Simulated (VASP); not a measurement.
# Au (Cmcm) in VASP: a series of runs, part 2 of 2

VASP 6.6.1.

### 5 Single point, PBEsol (mode 5 (92.8 1/cm) frozen in, largest displacement -0.150 Å)

Contents of INCAR:

```
SYSTEM = Au
  PREC = Accurate
  ENCUT = 520
  EDIFF = 1E-6
  ISMEAR = 0
  SIGMA = 0.15
  LREAL = .False.
  LASPH = .True.
  NELM = 80
  ALGO = Fast
  ISIF = 2
  LWAVE = .False.
  LCHARG = .True.
  GGA = PS
  LELF = .True.
  LVHAR = .True.
  NBANDS = 18
```

Contents of KPOINTS:

```
Automatic mesh
0
Gamma
  22 22 14
  0 0 0
```

Contents of POSCAR:

```
Au
1.0
   -1.6210733944      1.6210733944      1.6210733944
    1.6210733944     -1.6210733944      1.6210733944
    3.2421467888      3.2421467888      0.0000000000
Au
2
Direct
    0.0462656412      0.0462656412      0.0000000000
    0.4537343588      0.4537343588      0.5000000000
```

Potentials or basis: VASP PAW PBE potentials, release 64 (Au).

Command:

```sh
$ cat potpaw_PBE.64/Au/POTCAR > POTCAR
$ mpirun -np 1 vasp_std > vasp.out
```

OUTCAR:

```text
SYSTEM = Au
   PREC = Accurate
   ENCUT = 520
   EDIFF = 1E-6
   ISMEAR = 0
   LREAL = .False.
   LASPH = .True.
   NELM = 80
   ISIF = 2
   GGA = PS

 ion  position               nearest neighbor table
   1  0.046  0.046  0.000-   2 2.65   2 2.65   2 2.99   2 2.99   2 3.26   2 3.26   2 3.26   2 3.26

   2  0.454  0.454  0.500-   1 2.65   1 2.65   1 2.99   1 2.99   1 3.26   1 3.26   1 3.26   1 3.26

  LATTYP: Found a base centered orthorhombic cell.
 ALAT       =     3.2421467888
 B/A-ratio  =     1.4142135624
 C/A-ratio  =     1.4142135624
[... 699 lines left out ...]

  FORCE on cell =-STRESS in cart. coord.  units (eV):
  Direction    XX          YY          ZZ          XY          YZ          ZX
  --------------------------------------------------------------------------------------
  -------------------------------------------------------------------------------------
  Total        0.8557173      0.8557173      0.2589822      0.9785589      0.0000000      0.0000000
  in kB       40.2293391     40.2293391     12.1753771     46.0044166      0.0000000      0.0000000
  external PRESSURE =      30.8780185 kB  Pullay stress =       0.0000000 kB

 VOLUME and BASIS-vectors are now :
 -----------------------------------------------------------------------------
  energy-cutoff  :      520.00
  volume of cell :       34.08
      direct lattice vectors                 reciprocal lattice vectors
    -1.621073394  1.621073394  1.621073394    -0.154218804  0.154218804  0.308437608
     1.621073394 -1.621073394  1.621073394     0.154218804 -0.154218804  0.308437608
     3.242146789  3.242146789  0.000000000     0.154218804  0.154218804  0.000000000

 POSITION                                       TOTAL-FORCE (eV/Angst)
 -----------------------------------------------------------------------------------
      0.00000      0.00000      0.15000        -0.000000     -0.000000     -0.928118
      1.62107      1.62107      1.47107         0.000000      0.000000      0.928118
 -----------------------------------------------------------------------------------
    total drift:                                0.000000      0.000000     -0.000000

  FREE ENERGIE OF THE ION-ELECTRON SYSTEM (eV)
  ---------------------------------------------------
  free  energy   TOTEN  =        -7.6688749521 eV

  energy  without entropy=       -7.6628078104  energy(sigma->0) =       -7.66584138
```

It took 8.7 min on 1 thread of Oxide Virtual Turin-like, shared host; peak memory 0.56 GiB.

Results:

```
Free energy            : -7.6689 eV
Pressure               : 3.1 GPa
Largest force          : 0.928 eV/Å
Band gap on the k mesh : zero (band 11 reaches 13.09 eV, above the bottom of band 12 at 6.50 eV)
```

Forces on the atoms (eV/Å):
```
Au   0.000  0.000 -0.928
Au   0.000  0.000  0.928
```

Caveat: the cell differs from its parent crystal (mode 5 (92.8 1/cm) frozen in, largest displacement -0.150 Å); the PAW data sets were made with another functional, which shifts forces and pressure a little; spin-orbit coupling is left out, which moves the levels of the heavy elements.

### 6 Single point, PBEsol (mode 5 (92.8 1/cm) frozen in, largest displacement +0.075 Å)

Contents of INCAR:

```
SYSTEM = Au
ALGO = Fast
EDIFF = 1E-6
ENCUT = 520
GGA = PS
ISIF = 2
ISMEAR = 0
LASPH = .True.
LCHARG = .False.
LREAL = .False.
LWAVE = .False.
NBANDS = 18
NELM = 100
PREC = Accurate
SIGMA = 0.15
```

Contents of KPOINTS:

```
k-points
0
Gamma
  22 22 14
  0 0 0
```

Contents of POSCAR:

```
Au
1.0
   -1.6210733944      1.6210733944      1.6210733944
    1.6210733944     -1.6210733944      1.6210733944
    3.2421467888      3.2421467888      0.0000000000
Au
2
Direct
   -0.0231328206     -0.0231328206      0.0000000000
    0.5231328206      0.5231328206      0.5000000000
```

Potentials or basis: VASP PAW PBE potentials, release 64 (Au).

Command:

```sh
$ cat potpaw_PBE.64/Au/POTCAR > POTCAR
$ mpirun -np 1 vasp_std > vasp.out
```

OUTCAR:

```text
SYSTEM = Au
   EDIFF = 1E-6
   ENCUT = 520
   GGA = PS
   ISIF = 2
   ISMEAR = 0
   LASPH = .True.
   LREAL = .False.
   NELM = 100
   PREC = Accurate

 ion  position               nearest neighbor table
   1  0.977  0.977  0.000-   2 2.72   2 2.72   2 2.90   2 2.90   2 3.25   2 3.25   2 3.25   2 3.25

   2  0.523  0.523  0.500-   1 2.72   1 2.72   1 2.90   1 2.90   1 3.25   1 3.25   1 3.25   1 3.25

  LATTYP: Found a base centered orthorhombic cell.
 ALAT       =     3.2421467888
 B/A-ratio  =     1.4142135624
 C/A-ratio  =     1.4142135624

  Lattice vectors:

 A1 = (  -1.6210733944,   1.6210733944,   1.6210733944)
 A2 = (   1.6210733944,  -1.6210733944,   1.6210733944)
 A3 = (   3.2421467888,   3.2421467888,   0.0000000000)

Analysis of symmetry for initial positions (statically):
=====================================================================
 Subroutine PRICEL returns:
 Original cell was already a primitive cell.

 Routine SETGRP: Setting up the symmetry group for a
 base centered orthorhombic supercell.

 Subroutine GETGRP returns: Found  8 space group operations
 (whereof  4 operations were pure point group operations)
 out of a pool of  8 trial point group operations.

The static configuration has the point symmetry C_2v.
 The point group associated with its full space group is D_2h.

Analysis of symmetry for dynamics (positions and initial velocities):
=====================================================================
 Subroutine PRICEL returns:
 Original cell was already a primitive cell.

 Routine SETGRP: Setting up the symmetry group for a
 base centered orthorhombic supercell.

 Subroutine GETGRP returns: Found  8 space group operations
 (whereof  4 operations were pure point group operations)
 out of a pool of  8 trial point group operations.

The dynamic configuration has the point symmetry C_2v.
 The point group associated with its full space group is D_2h.

 Subroutine INISYM returns: Found  8 space group operations
 (whereof  4 operations are pure point group operations),
 and found     1 'primitive' translations

----------------------------------------------------------------------------------------

                                     Primitive cell

  volume of cell :      34.0799

  direct lattice vectors                    reciprocal lattice vectors
    -1.621073394  1.621073394  1.621073394    -0.154218804  0.154218804  0.308437608
     1.621073394 -1.621073394  1.621073394     0.154218804 -0.154218804  0.308437608
     3.242146789  3.242146789  0.000000000     0.154218804  0.154218804  0.000000000

  length of vectors
     2.807781482  2.807781482  4.585087960     0.377757378  0.377757378  0.218098324

  position of ions in fractional coordinates (direct lattice)
     0.976867179  0.976867179  0.000000000
     0.523132821  0.523132821  0.500000000

  ion indices of the primitive-cell ions
   primitive index   ion index
                 1           1
                 2           2

----------------------------------------------------------------------------------------

 KPOINTS: k-points

Automatic generation of k-mesh.
 Grid dimensions read from file:
 generate k-points for:   22   22   14

 Generating k-lattice:

  Cartesian coordinates                     Fractional coordinates (reciprocal lattice)
    -0.007009946  0.007009946  0.014019891     0.045454545  0.000000000  0.000000000
     0.007009946 -0.007009946  0.014019891     0.000000000  0.045454545  0.000000000
     0.011015629  0.011015629  0.000000000     0.000000000  0.000000000  0.071428571

  Length of vectors
     0.017170790  0.017170790  0.015578452

  Shift w.r.t. Gamma in fractional coordinates (k-lattice)
     0.000000000  0.000000000  0.000000000

 Subroutine IBZKPT returns following result:
 ===========================================

 Found   1064 irreducible k-points:

 Following reciprocal coordinates:
            Coordinates               Weight
  0.000000  0.000000  0.000000      1.000000
  0.045455  0.000000  0.000000      4.000000
  0.090909  0.000000  0.000000      4.000000
  0.136364  0.000000  0.000000      4.000000
  0.181818  0.000000  0.000000      4.000000
  0.227273  0.000000  0.000000      4.000000
[... 16 lines left out ...]
  0.500000  0.045455  0.000000      4.000000
 -0.454545  0.045455  0.000000      4.000000
 [... further k-points ...]
   k-points           NKPTS =   1064   k-points in BZ     NKDIM =   1064   number of bands    NBANDS=     18
   number of dos      NEDOS =    301   number of ions     NIONS =      2
   total plane-waves  NPLWV =  20736
   dimension x,y,z NGX =    24 NGY =   24 NGZ =   36
   dimension x,y,z NGXF=    48 NGYF=   48 NGZF=   72
   ions per type =               2
   NGX,Y,Z   is equivalent  to a cutoff of  14.21, 14.21, 13.05 a.u.
   NGXF,Y,Z  is equivalent  to a cutoff of  28.42, 28.42, 26.11 a.u.
 SYSTEM =  Au
   PREC   = accura    normal or accurate (medium, high low for compatibility)
   ISTART =      0    job   : 0-new  1-cont  2-samecut
   ICHARG =      2    charge: 1-file 2-atom 10-const
   ISPIN  =      1    spin polarized calculation?
   LNONCOLLINEAR =      F non collinear calculations
   LSORBIT =      F    spin-orbit coupling
   LASPH  =      T    aspherical Exc in radial PAW
   ENCUT  =  520.0 eV  38.22 Ry    6.18 a.u.   5.22  5.22  8.53*2*pi/ulx,y,z
   NELM   =    100;   NELMIN=  2; NELMDL= -5     # of ELM steps
   EDIFF  = 0.1E-05   stopping-criterion for ELM
   LREAL  =      F    real-space projection
   EDIFFG = 0.1E-04   stopping-criterion for IOM
   NSW    =      0    number of steps for IOM
   IBRION =     -1    ionic relax: 0-MD 1-quasi-New 2-CG
   NFREE  =      0    steps in history (QN), initial steepest desc. (CG)
   ISIF   =      2    stress and relaxation
   ISYM   =      2    0-nonsym 1-usesym 2-fastsym
   POTIM  = 0.5000    time-step for ionic-motion
   TEBEG  =    0.0;   TEEND  =   0.0 temperature during run
   PSTRESS=    0.0 pullay stress
   NELECT =      22.0000    total number of electrons
   NUPDOWN=      -1.0000    fix difference up-down
   EMIN   =  10.00;   EMAX   =-10.00  energy-range for DOS
   EFERMI =   0.00;   METHOD = LEGACY
   ISMEAR =     0;   SIGMA  =   0.15  broadening in eV -4-tet -1-fermi 0-gaus
   EFERMI_NEDOS =   21; number of points for ismear=-14 and -15
   IALGO  =     68    algorithm
   IMIX   =      4    mixing-type and parameters
     AMIX     =   0.40;   BMIX     =  1.00
     AMIX_MAG =   1.60;   BMIX_MAG =  1.00
  volume/ion in A,a.u.               =      17.04       114.99
  Fermi-wavevector in a.u.,A,eV,Ry     =   1.414869  2.673716 27.236900  2.001856
  Thomas-Fermi vector in A             =   2.536367
   LORBIT       =      0    0 simple, 1 ext, 2 COOP (PROOUT), +10 PAW based schemes
   GGA     = PS    functional components
   LHFCALC =     F    Hartree Fock is set to
   AEXX    =    0.0000 exact exchange contribution
   IVDW    =     0    specifies the selected vdW correction
   LEPSILON=     F    determine dielectric tensor
   LRPA    =     F    only Hartree local field effects (RPA)
 non-spin polarized calculation
 RMM-DIIS sequential band-by-band and
 Gauss-broadening in eV      SIGMA  =   0.15
  energy-cutoff  :      520.00
  volume of cell :       34.08
 maximum number of plane-waves:       936
 NGX is ok and might be reduce to    24
   NGX = 11   NGY = 11   NGZ = 17

 number of electron      22.0000000 magnetization

 Free energy of the ion-electron system (eV)
  ---------------------------------------------------
  ext. energy  EPLUGINS =         0.00000000
  ---------------------------------------------------
  free energy    TOTEN  =        -7.77339016 eV

  energy without entropy =       -7.76753356  energy(sigma->0) =       -7.77046186

 E-fermi :   9.2610     XC(G=0): -12.8846

 val. band max:        9.2548958769   @ k =  -0.3182   0.2273   0.2857
 cond. band min:       9.2679802601   @ k =  -0.0909   0.0909   0.0714
 fundamental gap:      0.0130843832
 Fermi energy:         9.2609679323

 k-point     1 :       0.0000    0.0000    0.0000
  band No.  band energies     occupation
      1      -0.6300      2.00000
      2       2.0319      2.00000
      3       3.3361      2.00000
      4       4.3690      2.00000
      5       4.3946      2.00000
      6       4.4504      2.00000
[... 10 lines left out ...]
     17      25.8797      0.00000
     18      25.8995      0.00000
[... 466 lines left out ...]
      2       3.0671      2.00000
      3       3.6491      2.00000
      4       3.9258      2.00000
      5       4.0170      2.00000
      6       4.6055      2.00000
[... 10 lines left out ...]
     17      22.8045      0.00000
     18      24.8689      0.00000

 [... further k-points ...]

------------------------ aborting loop because EDIFF is reached ----------------------------------------

  FORCE on cell =-STRESS in cart. coord.  units (eV):
  Direction    XX          YY          ZZ          XY          YZ          ZX
  --------------------------------------------------------------------------------------
  -------------------------------------------------------------------------------------
  Total        0.1965833      0.1965833      0.0669198      0.2774462     -0.0000000     -0.0000000
  in kB        9.2418548      9.2418548      3.1460595     13.0434157     -0.0000000     -0.0000000
  external PRESSURE =       7.2099231 kB  Pullay stress =       0.0000000 kB

 VOLUME and BASIS-vectors are now :
 -----------------------------------------------------------------------------
  energy-cutoff  :      520.00
  volume of cell :       34.08
      direct lattice vectors                 reciprocal lattice vectors
    -1.621073394  1.621073394  1.621073394    -0.154218804  0.154218804  0.308437608
     1.621073394 -1.621073394  1.621073394     0.154218804 -0.154218804  0.308437608
     3.242146789  3.242146789  0.000000000     0.154218804  0.154218804  0.000000000

 POSITION                                       TOTAL-FORCE (eV/Angst)
 -----------------------------------------------------------------------------------
      0.00000      0.00000      3.16715        -0.000000     -0.000000      0.465857
      1.62107      1.62107      1.69607         0.000000      0.000000     -0.465857
 -----------------------------------------------------------------------------------
    total drift:                                0.000000      0.000000     -0.000000

  FREE ENERGIE OF THE ION-ELECTRON SYSTEM (eV)
  ---------------------------------------------------
  free  energy   TOTEN  =        -7.7733901613 eV

  energy  without entropy=       -7.7675335585  energy(sigma->0) =       -7.77046186
```

It took 8.2 min on 1 thread of Oxide Virtual Turin-like, shared host; peak memory 0.56 GiB.

What came out:

```yaml
Free_energy: -7.7734 eV
Pressure: 0.7 GPa
Largest_force: 0.466 eV/Å
Band_gap_on_the_k_mesh: zero (band 11 reaches 13.12 eV, above the bottom of band 12 at 6.44 eV)
```

Forces in eV/Å, atoms in the order of the input:
```
Au   0.000  0.000  0.466
Au   0.000  0.000 -0.466
```

Stress tensor (GPa, compression positive):
```
0.92 1.30 0.00
1.30 0.92 0.00
0.00 0.00 0.31
```

Caveat: the cell differs from its parent crystal (mode 5 (92.8 1/cm) frozen in, largest displacement +0.075 Å); the PAW data sets were made with another functional, which shifts forces and pressure a little; spin-orbit coupling is left out, which moves the levels of the heavy elements.
